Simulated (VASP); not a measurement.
A run of VASP 6.6.1 is set up as follows.

The input INCAR:

```
SYSTEM = PtSe2
ALGO = Normal
EDIFF = 1E-6
ENCUT = 520
GGA = PS
ISIF = 2
ISMEAR = 0
IVDW = 12
LASPH = .TRUE.
LCHARG = .FALSE.
LREAL = .FALSE.
LWAVE = .FALSE.
NBANDS = 18
NELM = 60
PREC = Accurate
SIGMA = 0.15
```

File KPOINTS:

```
k-points
0
G
  18 18 10
  0 0 0
```

Contents of POSCAR:

```
PtSe2
1.0
    3.5044187405      0.0000000000      0.0000000000
   -1.7522093703      3.0349156548      0.0000000000
    0.0000000000      0.0000000000      5.7162292538
Pt Se
1 2
Direct
    0.0000000000      0.0000000000      0.0000000000
    0.3333333333      0.6666666667      0.2500000000
    0.6666666667      0.3333333333      0.7500000000
```

Potentials or basis: VASP PAW PBE potentials, release 64 (Pt, Se).

Command:

```console
$ cat potpaw_PBE.64/Pt/POTCAR potpaw_PBE.64/Se/POTCAR > POTCAR
$ mpirun -np 1 vasp_std > vasp.out
```

(1) What does it give for the band gap on the k mesh?

(2) Predict the largest force.

(3) Estimate the dispersion energy per atom.

Results:

(1) 0.23 eV (least direct gap 0.57 eV).

(2) 0.126 eV/Å.

(3) -0.425 eV.

Caveat: the PAW data sets were made with another functional, which shifts forces and pressure a little; spin-orbit coupling is left out, which moves the levels of the heavy elements.
